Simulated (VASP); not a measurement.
# BaTiO3 (Pm-3m) in VASP: notebook

BaTiO3 is run at these levels: PBEsol; tasks: single point.

All numbers are computed with VASP 6.6.1; they aren't measurements. Logs are shortened: lines on timing, memory, paths and dates and some standing lists are left out, and cuts for length are marked.

**1. The cell of the first run**

Symmetry: Pm-3m, No. 221, cubic system. The conventional cell has a = 3.970 Å, b = 3.970 Å, c = 3.970 Å, α = 90.00°, β = 90.00°, γ = 90.00°. Within 3.7 Å of Ba (site symmetry m-3m) lie 12 O at 2.81 Å and 8 Ti at 3.44 Å. Within 2.6 Å of Ti (site symmetry m-3m) lie 6 O at 1.98 Å. O (site symmetry 4/mmm) has 2 Ti at 1.98 Å within 2.6 Å.

**2. Single point, PBEsol**

The input, INCAR:

```
PREC = Accurate
ENCUT = 1340
EDIFF = 1E-6
ISMEAR = -1
SIGMA = 0.05
LREAL = False
LASPH = True
NELM = 120
ALGO = Normal
ISIF = 2
LWAVE = False
LCHARG = False
GGA = PS
NBANDS = 28
GGA_COMPAT = False
```

The input, KPOINTS:

```
Automatic mesh
0
Gamma
  7 7 7
```

The input, POSCAR:

```
BaTiO3
1.0
    3.9698719600      0.0000000000      0.0000000000
    0.0000000000      3.9698719600      0.0000000000
    0.0000000000      0.0000000000      3.9698719600
Ba Ti O
1 1 3
Direct
    0.5000000000      0.5000000000      0.5000000000
    0.0000000000      0.0000000000      0.0000000000
    0.0000000000      0.0000000000      0.5000000000
    0.0000000000      0.5000000000      0.0000000000
    0.5000000000      0.0000000000      0.0000000000
```

Potentials or basis: VASP PAW PBE potentials, release 64 (Ba_sv, Ti_sv, O_h).

Started as:

```console
$ cat potpaw_PBE.64/Ba_sv/POTCAR potpaw_PBE.64/Ti_sv/POTCAR potpaw_PBE.64/O_h/POTCAR > POTCAR
$ mpirun -np 1 vasp_std > vasp.out
```

OUTCAR:

```text
PREC = Accurate
   ENCUT = 1340
   EDIFF = 1E-6
   ISMEAR = -1
   LREAL = False
   LASPH = True
   NELM = 120
   ISIF = 2
   GGA = PS

 ion  position               nearest neighbor table
   1  0.500  0.500  0.500-   3 2.81   4 2.81   5 2.81   4 2.81   5 2.81   3 2.81   5 2.81   5 2.81
                             3 2.81   4 2.81   4 2.81   3 2.81   2 3.44   2 3.44   2 3.44   2 3.44
   2  0.000  0.000  0.000-   3 1.98   4 1.98   5 1.98   3 1.98   4 1.98   5 1.98   1 3.44   1 3.44
                             1 3.44   1 3.44   1 3.44   1 3.44   1 3.44   1 3.44
   3  0.000  0.000  0.500-   2 1.98   2 1.98   1 2.81   1 2.81   1 2.81   1 2.81
   4  0.000  0.500  0.000-   2 1.98   2 1.98   1 2.81   1 2.81   1 2.81   1 2.81
   5  0.500  0.000  0.000-   2 1.98   2 1.98   1 2.81   1 2.81   1 2.81   1 2.81

  LATTYP: Found a simple cubic cell.
 ALAT       =     3.9698719600

  Lattice vectors:

 A1 = (   3.9698719600,   0.0000000000,   0.0000000000)
 A2 = (   0.0000000000,   3.9698719600,   0.0000000000)
 A3 = (   0.0000000000,   0.0000000000,   3.9698719600)

Analysis of symmetry for initial positions (statically):
=====================================================================
 Subroutine PRICEL returns:
 Original cell was already a primitive cell.

 Routine SETGRP: Setting up the symmetry group for a
 simple cubic supercell.

 Subroutine GETGRP returns: Found 48 space group operations
 (whereof 48 operations were pure point group operations)
 out of a pool of 48 trial point group operations.

The static configuration has the point symmetry O_h .

Analysis of symmetry for dynamics (positions and initial velocities):
=====================================================================
 Subroutine PRICEL returns:
 Original cell was already a primitive cell.

 Routine SETGRP: Setting up the symmetry group for a
 simple cubic supercell.

 Subroutine GETGRP returns: Found 48 space group operations
 (whereof 48 operations were pure point group operations)
 out of a pool of 48 trial point group operations.

The dynamic configuration has the point symmetry O_h .

 Subroutine INISYM returns: Found 48 space group operations
 (whereof 48 operations are pure point group operations),
 and found     1 'primitive' translations

----------------------------------------------------------------------------------------

                                     Primitive cell

  volume of cell :      62.5647

  direct lattice vectors                    reciprocal lattice vectors
     3.969871960  0.000000000  0.000000000     0.251897293  0.000000000  0.000000000
     0.000000000  3.969871960  0.000000000     0.000000000  0.251897293  0.000000000
     0.000000000  0.000000000  3.969871960     0.000000000  0.000000000  0.251897293

  length of vectors
     3.969871960  3.969871960  3.969871960     0.251897293  0.251897293  0.251897293

  position of ions in fractional coordinates (direct lattice)
     0.500000000  0.500000000  0.500000000
     0.000000000  0.000000000  0.000000000
     0.000000000  0.000000000  0.500000000
     0.000000000  0.500000000  0.000000000
     0.500000000  0.000000000  0.000000000

  ion indices of the primitive-cell ions
   primitive index   ion index
                 1           1
                 2           2
                 3           3
                 4           4
                 5           5

----------------------------------------------------------------------------------------

 KPOINTS: Automatic mesh

Automatic generation of k-mesh.
 Grid dimensions read from file:
 generate k-points for:    7    7    7

 Generating k-lattice:

  Cartesian coordinates                     Fractional coordinates (reciprocal lattice)
     0.035985328  0.000000000  0.000000000     0.142857143  0.000000000  0.000000000
     0.000000000  0.035985328  0.000000000     0.000000000  0.142857143  0.000000000
     0.000000000  0.000000000  0.035985328     0.000000000  0.000000000  0.142857143

  Length of vectors
     0.035985328  0.035985328  0.035985328

  Shift w.r.t. Gamma in fractional coordinates (k-lattice)
     0.000000000  0.000000000  0.000000000

 Subroutine IBZKPT returns following result:
 ===========================================

 Found     20 irreducible k-points:

 Following reciprocal coordinates:
            Coordinates               Weight
  0.000000  0.000000  0.000000      1.000000
  0.142857  0.000000  0.000000      6.000000
  0.285714  0.000000  0.000000      6.000000
  0.428571  0.000000  0.000000      6.000000
  0.142857  0.142857  0.000000     12.000000
  0.285714  0.142857  0.000000     24.000000
[... 12 lines left out ...]
  0.428571  0.428571  0.285714     24.000000
  0.428571  0.428571  0.428571      8.000000
   k-points           NKPTS =     20   k-points in BZ     NKDIM =     20   number of bands    NBANDS=     28
   number of dos      NEDOS =    301   number of ions     NIONS =      5
   total plane-waves  NPLWV = 110592
   dimension x,y,z NGX =    48 NGY =   48 NGZ =   48
   dimension x,y,z NGXF=    96 NGYF=   96 NGZF=   96
   ions per type =               1   1   3
   NGX,Y,Z   is equivalent  to a cutoff of  20.10, 20.10, 20.10 a.u.
   NGXF,Y,Z  is equivalent  to a cutoff of  40.20, 40.20, 40.20 a.u.
 SYSTEM =  unknown system
   PREC   = accura    normal or accurate (medium, high low for compatibility)
   ISTART =      0    job   : 0-new  1-cont  2-samecut
   ICHARG =      2    charge: 1-file 2-atom 10-const
   ISPIN  =      1    spin polarized calculation?
   LNONCOLLINEAR =      F non collinear calculations
   LSORBIT =      F    spin-orbit coupling
   LASPH  =      T    aspherical Exc in radial PAW
   ENCUT  = 1340.0 eV  98.49 Ry    9.92 a.u.  11.85 11.85 11.85*2*pi/ulx,y,z
   NELM   =    120;   NELMIN=  2; NELMDL= -5     # of ELM steps
   EDIFF  = 0.1E-05   stopping-criterion for ELM
   LREAL  =      F    real-space projection
   EDIFFG = 0.1E-04   stopping-criterion for IOM
   NSW    =      0    number of steps for IOM
   IBRION =     -1    ionic relax: 0-MD 1-quasi-New 2-CG
   NFREE  =      0    steps in history (QN), initial steepest desc. (CG)
   ISIF   =      2    stress and relaxation
   ISYM   =      2    0-nonsym 1-usesym 2-fastsym
   POTIM  = 0.5000    time-step for ionic-motion
   TEBEG  =    0.0;   TEEND  =   0.0 temperature during run
   PSTRESS=    0.0 pullay stress
   NELECT =      40.0000    total number of electrons
   NUPDOWN=      -1.0000    fix difference up-down
   EMIN   =  10.00;   EMAX   =-10.00  energy-range for DOS
   EFERMI =   0.00;   METHOD = LEGACY
   ISMEAR =    -1;   SIGMA  =   0.05  broadening in eV -4-tet -1-fermi 0-gaus
   EFERMI_NEDOS =   21; number of points for ismear=-14 and -15
   IALGO  =     38    algorithm
   IMIX   =      4    mixing-type and parameters
     AMIX     =   0.40;   BMIX     =  1.00
     AMIX_MAG =   1.60;   BMIX_MAG =  1.00
  volume/ion in A,a.u.               =      12.51        84.44
  Fermi-wavevector in a.u.,A,eV,Ry     =   1.410322  2.665122 27.062105  1.989009
  Thomas-Fermi vector in A             =   2.532288
   LORBIT       =      0    0 simple, 1 ext, 2 COOP (PROOUT), +10 PAW based schemes
   GGA     = PS    functional components
   LHFCALC =     F    Hartree Fock is set to
   AEXX    =    0.0000 exact exchange contribution
   IVDW    =     0    specifies the selected vdW correction
   LEPSILON=     F    determine dielectric tensor
   LRPA    =     F    only Hartree local field effects (RPA)
 non-spin polarized calculation
  energy-cutoff  :     1340.00
  volume of cell :       62.56
 maximum number of plane-waves:      6990
 NGX is ok and might be reduce to    48
   NGX = 23   NGY = 23   NGZ = 23

 number of electron      40.0000003 magnetization

 Free energy of the ion-electron system (eV)
  ---------------------------------------------------
  ext. energy  EPLUGINS =         0.00000000
  ---------------------------------------------------
  free energy    TOTEN  =       -41.99996913 eV

  energy without entropy =      -41.99996912  energy(sigma->0) =      -41.99996912

 E-fermi :   5.1261     XC(G=0): -11.6520

 val. band max:        4.1834128422   @ k =   0.4286   0.4286   0.4286
 cond. band min:       5.9969088572   @ k =   0.0000   0.0000   0.0000
 fundamental gap:      1.8134960150
 Fermi energy:         5.1261135657

 k-point     1 :       0.0000    0.0000    0.0000
  band No.  band energies     occupation
      1     -52.0160      2.00000
      2     -28.3541      2.00000
      3     -28.3541      2.00000
      4     -28.3541      2.00000
      5     -20.4548      2.00000
      6     -12.6192      2.00000
[... 20 lines left out ...]
     27       9.1924      0.00000
     28      11.7118      0.00000

 k-point     2 :       0.1429    0.0000    0.0000
  band No.  band energies     occupation
      1     -52.0157      2.00000
      2     -28.3656      2.00000
      3     -28.3536      2.00000
      4     -28.3536      2.00000
      5     -20.4290      2.00000
      6     -12.6387      2.00000
[... 20 lines left out ...]
     27       9.6108      0.00000
     28      12.2117      0.00000

 k-point     3 :       0.2857    0.0000    0.0000
  band No.  band energies     occupation
      1     -52.0152      2.00000
      2     -28.3913      2.00000
      3     -28.3526      2.00000
      4     -28.3526      2.00000
      5     -20.3697      2.00000
      6     -12.7552      2.00000
[... 20 lines left out ...]
     27      10.6683      0.00000
     28      12.6452      0.00000

 k-point     4 :       0.4286    0.0000    0.0000
  band No.  band energies     occupation
      1     -52.0148      2.00000
      2     -28.4118      2.00000
      3     -28.3518      2.00000
      4     -28.3518      2.00000
      5     -20.3210      2.00000
      6     -12.8857      2.00000
[... 20 lines left out ...]
     27      11.7128      0.00000
     28      12.5077      0.00000

 k-point     5 :       0.1429    0.1429    0.0000
  band No.  band energies     occupation
      1     -52.0155      2.00000
      2     -28.3654      2.00000
      3     -28.3647      2.00000
      4     -28.3532      2.00000
      5     -20.4048      2.00000
      6     -12.6301      2.00000
[... 20 lines left out ...]
     27      10.0166      0.00000
     28      12.4499      0.00000

 k-point     6 :       0.2857    0.1429    0.0000
  band No.  band energies     occupation
      1     -52.0150      2.00000
      2     -28.3907      2.00000
      3     -28.3639      2.00000
      4     -28.3522      2.00000
      5     -20.3496      2.00000
      6     -12.6891      2.00000
[... 339 lines left out ...]
      5     -20.2479      2.00000
      6     -12.3096      2.00000
[... 20 lines left out ...]
     27      12.0789      0.00000
     28      12.3916      0.00000

 k-point    18 :       0.4286    0.2857    0.2857
  band No.  band energies     occupation
      1     -52.0134      2.00000
      2     -28.4072      2.00000
      3     -28.3865      2.00000
      4     -28.3860      2.00000
      5     -20.2162      2.00000
      6     -12.2083      2.00000
[... 20 lines left out ...]
     27      12.2868      0.00000
     28      12.4621      0.00000

 k-point    19 :       0.4286    0.4286    0.2857
  band No.  band energies     occupation
      1     -52.0130      2.00000
      2     -28.4061      2.00000
      3     -28.4059      2.00000
      4     -28.3853      2.00000
      5     -20.1879      2.00000
      6     -11.9910      2.00000
[... 20 lines left out ...]
     27      12.1107      0.00000
     28      12.2571      0.00000

 k-point    20 :       0.4286    0.4286    0.4286
  band No.  band energies     occupation
      1     -52.0126      2.00000
      2     -28.4051      2.00000
      3     -28.4049      2.00000
      4     -28.4049      2.00000
      5     -20.1612      2.00000
      6     -11.7717      2.00000
[... 20 lines left out ...]
     27      12.1040      0.00000
     28      12.1040      0.00000

------------------------ aborting loop because EDIFF is reached ----------------------------------------

  FORCE on cell =-STRESS in cart. coord.  units (eV):
  Direction    XX          YY          ZZ          XY          YZ          ZX
  --------------------------------------------------------------------------------------
  -------------------------------------------------------------------------------------
  Total        0.7393563      0.7393563      0.7393563      0.0000000      0.0000000      0.0000000
  in kB       18.9336714     18.9336714     18.9336714      0.0000000      0.0000000      0.0000000
  external PRESSURE =      18.9336714 kB  Pullay stress =       0.0000000 kB

 VOLUME and BASIS-vectors are now :
 -----------------------------------------------------------------------------
  energy-cutoff  :     1340.00
  volume of cell :       62.56
      direct lattice vectors                 reciprocal lattice vectors
     3.969871960  0.000000000  0.000000000     0.251897293  0.000000000  0.000000000
     0.000000000  3.969871960  0.000000000     0.000000000  0.251897293  0.000000000
     0.000000000  0.000000000  3.969871960     0.000000000  0.000000000  0.251897293

 POSITION                                       TOTAL-FORCE (eV/Angst)
 -----------------------------------------------------------------------------------
      1.98494      1.98494      1.98494         0.000000      0.000000      0.000000
      0.00000      0.00000      0.00000         0.000000      0.000000      0.000000
      0.00000      0.00000      1.98494         0.000000      0.000000      0.000000
      0.00000      1.98494      0.00000         0.000000      0.000000      0.000000
      1.98494      0.00000      0.00000         0.000000      0.000000      0.000000
 -----------------------------------------------------------------------------------
    total drift:                                0.000000      0.000000      0.000000

  FREE ENERGIE OF THE ION-ELECTRON SYSTEM (eV)
  ---------------------------------------------------
  free  energy   TOTEN  =       -41.9999691261 eV

  energy  without entropy=      -41.9999691239  energy(sigma->0) =      -41.99996912
```

It took 2.3 min on 1 thread of Intel Xeon Platinum 8259CL at 2.50GHz (Skylake/Cascade Lake), shared host; peak memory 0.41 GiB.

Results:

```yaml
Free_energy: -42.0000 eV
Pressure: 1.9 GPa
Band_gap_on_the_k_mesh: 1.81 eV (least direct gap 1.87 eV)
```

Caveat: the PAW data sets were made with another functional, which shifts forces and pressure a little; spin-orbit coupling is left out, which moves the levels of the heavy elements; an odd mesh through Γ misses points on the zone boundary, where band edges can lie.

**3. Single point, PBEsol**

The input, INCAR:

```
SYSTEM = BaTiO3
  ALGO = Normal
  EDIFF = 1E-6
  ENCUT = 1340
  GGA = PS
  GGA_COMPAT = .FALSE.
  ISIF = 2
  ISMEAR = -1
  LASPH = .TRUE.
  LCHARG = .TRUE.
  LELF = .TRUE.
  LREAL = .FALSE.
  LVHAR = .TRUE.
  LWAVE = .FALSE.
  NBANDS = 28
  NELM = 120
  PREC = Accurate
  SIGMA = 0.05
```

The input, KPOINTS:

```
k-points
0
G
  7 7 7
  0 0 0
```

Changes to POSCAR since step 2:

```diff
@@ -2,5 +2,5 @@
 1.0
-    3.9698719600      0.0000000000      0.0000000000
-    0.0000000000      3.9698719600      0.0000000000
-    0.0000000000      0.0000000000      3.9698719600
+    3.9698719593      0.0000000000      0.0000000000
+    0.0000000000      3.9698719593      0.0000000000
+    0.0000000000      0.0000000000      3.9698719593
 Ba Ti O
```

Potentials or basis: VASP PAW PBE potentials, release 64 (Ba_sv, Ti_sv, O_h).

Started as:

```console
$ cat potpaw_PBE.64/Ba_sv/POTCAR potpaw_PBE.64/Ti_sv/POTCAR potpaw_PBE.64/O_h/POTCAR > POTCAR
$ mpirun -np 1 vasp_std > vasp.out
```

Run time: 76 s. Hardware: 1 thread of Intel Xeon 6975P-C (Granite Rapids), shared host; peak memory 0.42 GiB.

It converged, with:

| Item | Value |
| --- | --- |
| Free energy | -42.0000 eV |
| Pressure | 1.9 GPa |
| Band gap on the k mesh | 1.81 eV (least direct gap 1.87 eV) |

Levels at points of the mesh, in eV from the valence-band top:
| k point | band 16 | band 17 | band 18 | band 19 | band 20 | band 21 | band 22 | band 23 | band 24 | band 25 |
| --- | --- | --- | --- | --- | --- | --- | --- | --- | --- | --- |
| (0.00, 0.00, 0.00) | -1.09 | -1.09 | -0.05 | -0.05 | -0.05 | 1.81 | 1.81 | 1.81 | 4.17 | 4.17 |

Caveat: the PAW data sets were made with another functional, which shifts forces and pressure a little; spin-orbit coupling is left out, which moves the levels of the heavy elements; an odd mesh through Γ misses points on the zone boundary, where band edges can lie.
